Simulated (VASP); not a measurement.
# Hf3Ta2F (R-3m) in VASP: single point with PBE

Aim: the single point of Hf3Ta2F with PBE.

Everything below comes from runs of VASP 6.6.1. Logs are shortened: lines on timing, memory, paths and dates and some standing lists are left out, and cuts for length are marked.

## Step 1: The cell of the first run

Symmetry: R-3m, No. 166, trigonal system. Conventional cell: a = 6.215 Å, b = 6.215 Å, c = 10.177 Å, α = 90.00°, β = 90.00°, γ = 120.00°. Hf (site symmetry 2/m) has 2 F at 2.47 Å and 6 Ta at 2.82 to 3.34 Å and 4 Hf at 3.11 Å within 3.4 Å. Ta (site symmetry 3m) has 1 Ta at 2.44 Å and 3 Hf at 2.82 Å within 3.2 Å. F (site symmetry -3m) has 6 Hf at 2.47 Å within 3.3 Å.

The cell was generated, and may not be a known phase.

## Step 2: Single point, PBE, collinear spin

Contents of INCAR:

```
PREC = Accurate
ENCUT = 520
EDIFF = 1E-6
ISMEAR = 0
SIGMA = 0.1
LREAL = F
LASPH = T
NELM = 150
ALGO = Normal
ISIF = 2
LWAVE = F
LCHARG = F
ISPIN = 2
MAGMOM = 0 0 0 1 1 0
LORBIT = 11
LMAXMIX = 4
GGA = PE
NBANDS = 42
```

Contents of KPOINTS:

```
regular mesh
0
Gamma
  6 6 6
```

Contents of POSCAR:

```
Hf3Ta2F
1.0
    3.1076979733      1.7942302614      3.3921721700
   -3.1076979733      1.7942302614      3.3921721700
    0.0000000000     -3.5884605229      3.3921721700
Hf Ta F
3 2 1
Direct
    0.0000000000      0.5000000000      0.0000000000
    0.5000000000      0.0000000000      0.0000000000
    0.0000000000      0.0000000000      0.5000000000
    0.6196613163      0.6196613163      0.6196613163
    0.3803386837      0.3803386837      0.3803386837
    0.0000000000      0.0000000000      0.0000000000
```

Potentials or basis: VASP PAW PBE potentials, release 64 (Hf_pv, Ta_pv, F).

The run is started by

```console
$ cat potpaw_PBE.64/Hf_pv/POTCAR potpaw_PBE.64/Ta_pv/POTCAR potpaw_PBE.64/F/POTCAR > POTCAR
$ mpirun -np 1 vasp_std > vasp.out
```

OUTCAR:

```text
PREC = Accurate
   ENCUT = 520
   EDIFF = 1E-6
   ISMEAR = 0
   LREAL = F
   LASPH = T
   NELM = 150
   ISIF = 2
   ISPIN = 2
   LORBIT = 11
   GGA = PE

 ion  position               nearest neighbor table
   1  0.000  0.500  0.000-   6 2.47   6 2.47   4 2.82   5 2.82   3 3.11   3 3.11   2 3.11   2 3.11
                             4 3.34   5 3.34   5 3.34   4 3.34   2 3.84   2 3.84   3 3.84   3 3.84
   2  0.500  0.000  0.000-   6 2.47   6 2.47   4 2.82   5 2.82   3 3.11   3 3.11   1 3.11   1 3.11
                             5 3.34   4 3.34   5 3.34   4 3.34   1 3.84   1 3.84   3 3.84   3 3.84
   3  0.000  0.000  0.500-   6 2.47   6 2.47   4 2.82   5 2.82   2 3.11   1 3.11   1 3.11   2 3.11
                             4 3.34   5 3.34   4 3.34   5 3.34   1 3.84   1 3.84   2 3.84   2 3.84
   4  0.620  0.620  0.620-   5 2.44   3 2.82   1 2.82   2 2.82   2 3.34   1 3.34   1 3.34   2 3.34
                             3 3.34   3 3.34
   5  0.380  0.380  0.380-   4 2.44   3 2.82   1 2.82   2 2.82   1 3.34   2 3.34   1 3.34   2 3.34
                             3 3.34   3 3.34
   6  0.000  0.000  0.000-   1 2.47   2 2.47   1 2.47   2 2.47   3 2.47   3 2.47

  LATTYP: Found a trigonal (rhomboedric) cell.
 ALAT       =     4.9380037419
 COS(alpha) =     0.2078548357

  Lattice vectors:

 A1 = (   3.1076979733,   1.7942302614,   3.3921721700)
 A2 = (  -3.1076979733,   1.7942302614,   3.3921721700)
 A3 = (   0.0000000000,  -3.5884605229,   3.3921721700)

Analysis of symmetry for initial positions (statically):
=====================================================================
 Subroutine PRICEL returns:
 Original cell was already a primitive cell.

 Routine SETGRP: Setting up the symmetry group for a
 trigonal (rhombohedral) supercell.

 Subroutine GETGRP returns: Found 12 space group operations
 (whereof 12 operations were pure point group operations)
 out of a pool of 12 trial point group operations.

The static configuration has the point symmetry D_3d.

Analysis of symmetry for dynamics (positions and initial velocities):
=====================================================================
 Subroutine PRICEL returns:
 Original cell was already a primitive cell.

 Routine SETGRP: Setting up the symmetry group for a
 trigonal (rhombohedral) supercell.

 Subroutine GETGRP returns: Found 12 space group operations
 (whereof 12 operations were pure point group operations)
 out of a pool of 12 trial point group operations.

The dynamic configuration has the point symmetry D_3d.

Analysis of structural, dynamic, and magnetic symmetry:
=====================================================================
 Subroutine PRICEL returns:
 Original cell was already a primitive cell.

 Routine SETGRP: Setting up the symmetry group for a
 trigonal (rhombohedral) supercell.

 Subroutine GETGRP returns: Found 12 space group operations
 (whereof 12 operations were pure point group operations)
 out of a pool of 12 trial point group operations.

The overall configuration has the point symmetry D_3d.

 Subroutine INISYM returns: Found 12 space group operations
 (whereof 12 operations are pure point group operations),
 and found     1 'primitive' translations

----------------------------------------------------------------------------------------

                                     Primitive cell

  volume of cell :     113.4870

  direct lattice vectors                    reciprocal lattice vectors
     3.107697973  1.794230261  3.392172170     0.160890796  0.092890344  0.098265453
    -3.107697973  1.794230261  3.392172170    -0.160890796  0.092890344  0.098265453
     0.000000000 -3.588460523  3.392172170     0.000000000 -0.185780689  0.098265453

  length of vectors
     4.938003742  4.938003742  4.938003742     0.210167941  0.210167941  0.210167941

  position of ions in fractional coordinates (direct lattice)
     0.000000000  0.500000000  0.000000000
     0.500000000  0.000000000  0.000000000
     0.000000000  0.000000000  0.500000000
     0.619661316  0.619661316  0.619661316
     0.380338684  0.380338684  0.380338684
     0.000000000  0.000000000  0.000000000
[... 61 lines left out ...]
 -0.333333  0.500000  0.166667     12.000000
 [... further k-points ...]
   k-points           NKPTS =     32   k-points in BZ     NKDIM =     32   number of bands    NBANDS=     42
   number of dos      NEDOS =    301   number of ions     NIONS =      6
   total plane-waves  NPLWV =  64000
   dimension x,y,z NGX =    40 NGY =   40 NGZ =   40
   dimension x,y,z NGXF=    80 NGYF=   80 NGZF=   80
   ions per type =               3   2   1
   NGX,Y,Z   is equivalent  to a cutoff of  13.47, 13.47, 13.47 a.u.
   NGXF,Y,Z  is equivalent  to a cutoff of  26.93, 26.93, 26.93 a.u.
 SYSTEM =  unknown system
   PREC   = accura    normal or accurate (medium, high low for compatibility)
   ISTART =      0    job   : 0-new  1-cont  2-samecut
   ICHARG =      2    charge: 1-file 2-atom 10-const
   ISPIN  =      2    spin polarized calculation?
   LNONCOLLINEAR =      F non collinear calculations
   LSORBIT =      F    spin-orbit coupling
   LASPH  =      T    aspherical Exc in radial PAW
   ENCUT  =  520.0 eV  38.22 Ry    6.18 a.u.   9.18  9.18  9.18*2*pi/ulx,y,z
   NELM   =    150;   NELMIN=  2; NELMDL= -5     # of ELM steps
   EDIFF  = 0.1E-05   stopping-criterion for ELM
   LREAL  =      F    real-space projection
   EDIFFG = 0.1E-04   stopping-criterion for IOM
   NSW    =      0    number of steps for IOM
   IBRION =     -1    ionic relax: 0-MD 1-quasi-New 2-CG
   NFREE  =      0    steps in history (QN), initial steepest desc. (CG)
   ISIF   =      2    stress and relaxation
   ISYM   =      2    0-nonsym 1-usesym 2-fastsym
   POTIM  = 0.5000    time-step for ionic-motion
   TEBEG  =    0.0;   TEEND  =   0.0 temperature during run
   PSTRESS=    0.0 pullay stress
   NELECT =      59.0000    total number of electrons
   NUPDOWN=      -1.0000    fix difference up-down
   EMIN   =  10.00;   EMAX   =-10.00  energy-range for DOS
   EFERMI =   0.00;   METHOD = LEGACY
   ISMEAR =     0;   SIGMA  =   0.10  broadening in eV -4-tet -1-fermi 0-gaus
   EFERMI_NEDOS =   21; number of points for ismear=-14 and -15
   IALGO  =     38    algorithm
   IMIX   =      4    mixing-type and parameters
     AMIX     =   0.40;   BMIX     =  1.00
     AMIX_MAG =   1.60;   BMIX_MAG =  1.00
  volume/ion in A,a.u.               =      18.91       127.64
  Fermi-wavevector in a.u.,A,eV,Ry     =   1.316366  2.487572 23.576455  1.732821
  Thomas-Fermi vector in A             =   2.446484
   LORBIT       =     11    0 simple, 1 ext, 2 COOP (PROOUT), +10 PAW based schemes
   GGA     = PE    functional components
   LHFCALC =     F    Hartree Fock is set to
   AEXX    =    0.0000 exact exchange contribution
   IVDW    =     0    specifies the selected vdW correction
   LEPSILON=     F    determine dielectric tensor
   LRPA    =     F    only Hartree local field effects (RPA)
 spin polarized calculation
 Gauss-broadening in eV      SIGMA  =   0.10
  energy-cutoff  :      520.00
  volume of cell :      113.49
 maximum number of plane-waves:      3102
 NGX is ok and might be reduce to    40
   NGX = 19   NGY = 19   NGZ = 19

 number of electron      59.0000006 magnetization      -0.0011850

 number of electron      59.0000006 magnetization       0.0004079

 Free energy of the ion-electron system (eV)
  ---------------------------------------------------
  ext. energy  EPLUGINS =         0.00000000
  ---------------------------------------------------
  free energy    TOTEN  =       -56.52219931 eV

  energy without entropy =      -56.49102077  energy(sigma->0) =      -56.50661004

 E-fermi :   5.0432     XC(G=0): -11.5835

 val. band max:        5.0351796869   @ k =   0.3333   0.1667  -0.0000
 cond. band min:       5.0575119896   @ k =  -0.1667   0.1667   0.0000
 fundamental gap:      0.0223323026
 Fermi energy:         5.0432071012

 spin component 1

 k-point     1 :       0.0000    0.0000    0.0000
  band No.  band energies     occupation
      1     -29.7626      1.00000
      2     -28.9895      1.00000
      3     -28.9895      1.00000
      4     -28.8114      1.00000
      5     -28.8114      1.00000
      6     -28.3743      1.00000
[... 1045 lines left out ...]
     40       8.9228      0.00000
     41       9.1106      0.00000

 [... further k-points ...]

 spin component 2

 k-point     1 :       0.0000    0.0000    0.0000
  band No.  band energies     occupation
      1     -29.7627      1.00000
      2     -28.9896      1.00000
      3     -28.9896      1.00000
      4     -28.8115      1.00000
      5     -28.8115      1.00000
      6     -28.3744      1.00000
[... 1045 lines left out ...]
     40       8.9228      0.00000
     41       9.1109      0.00000

 [... further k-points ...]

 [bands above 41 left out]

------------------------ aborting loop because EDIFF is reached ----------------------------------------

  FORCE on cell =-STRESS in cart. coord.  units (eV):
  Direction    XX          YY          ZZ          XY          YZ          ZX
  --------------------------------------------------------------------------------------
  -------------------------------------------------------------------------------------
  Total       -0.4436109     -0.4436109     -0.4778945      0.0000000      0.0000000      0.0000000
  in kB       -6.2627726     -6.2627726     -6.7467793      0.0000000      0.0000000      0.0000000
  external PRESSURE =      -6.4241082 kB  Pullay stress =       0.0000000 kB

 VOLUME and BASIS-vectors are now :
 -----------------------------------------------------------------------------
  energy-cutoff  :      520.00
  volume of cell :      113.49
      direct lattice vectors                 reciprocal lattice vectors
     3.107697973  1.794230261  3.392172170     0.160890796  0.092890344  0.098265453
    -3.107697973  1.794230261  3.392172170    -0.160890796  0.092890344  0.098265453
     0.000000000 -3.588460523  3.392172170     0.000000000 -0.185780689  0.098265453

 POSITION                                       TOTAL-FORCE (eV/Angst)
 -----------------------------------------------------------------------------------
     -1.55385      0.89712      1.69609        -0.000000      0.000000     -0.000000
      1.55385      0.89712      1.69609         0.000000     -0.000000     -0.000000
      0.00000     -1.79423      1.69609        -0.000000     -0.000000      0.000000
      0.00000     -0.00000      6.30599         0.000000     -0.000000      0.078530
      0.00000     -0.00000      3.87052         0.000000      0.000000     -0.078530
      0.00000      0.00000      0.00000         0.000000      0.000000     -0.000000
 -----------------------------------------------------------------------------------
    total drift:                               -0.000000      0.000000      0.000000

  FREE ENERGIE OF THE ION-ELECTRON SYSTEM (eV)
  ---------------------------------------------------
  free  energy   TOTEN  =       -56.5221993140 eV

  energy  without entropy=      -56.4910207668  energy(sigma->0) =      -56.50661004

 total charge

# of ion       s       p       d       tot
------------------------------------------
    1        0.373   6.355   1.571   8.298
    2        0.373   6.355   1.571   8.298
    3        0.373   6.355   1.571   8.298
    4        0.387   6.109   2.450   8.946
    5        0.387   6.109   2.450   8.946
    6        1.753   4.316   0.000   6.069
--------------------------------------------------
tot          3.647  35.599   9.611  48.857

 magnetization (x)

# of ion       s       p       d       tot
------------------------------------------
    1        0.000   0.000   0.000   0.000
    2        0.000   0.000   0.000   0.000
    3        0.000   0.000   0.000   0.000
    4       -0.000  -0.000  -0.000  -0.000
    5       -0.000  -0.000  -0.000  -0.000
    6        0.000   0.000   0.000   0.000
--------------------------------------------------
tot         -0.000   0.000   0.000   0.000
```

Run time: 2.9 min. Hardware: 1 thread of Intel Xeon 6975P-C (Granite Rapids), shared host; peak memory 0.44 GiB.

What came out:

```yaml
Free_energy: -56.5222 eV
Pressure: -0.6 GPa
Largest_force: 0.079 eV/Å
Net_moment: 0.00 μB per cell
Valence_electrons_inside_the_program's_atomic_spheres: Hf 8.30; Ta 8.95; F 6.07
```

Forces in eV/Å, atoms in the order of the input:
```
Hf   0.000  0.000  0.000
Hf   0.000  0.000  0.000
Hf   0.000  0.000  0.000
Ta   0.000  0.000  0.079
Ta   0.000  0.000 -0.079
F    0.000  0.000  0.000
```

Caveat: spin-orbit coupling is left out, which moves the levels of the heavy elements.
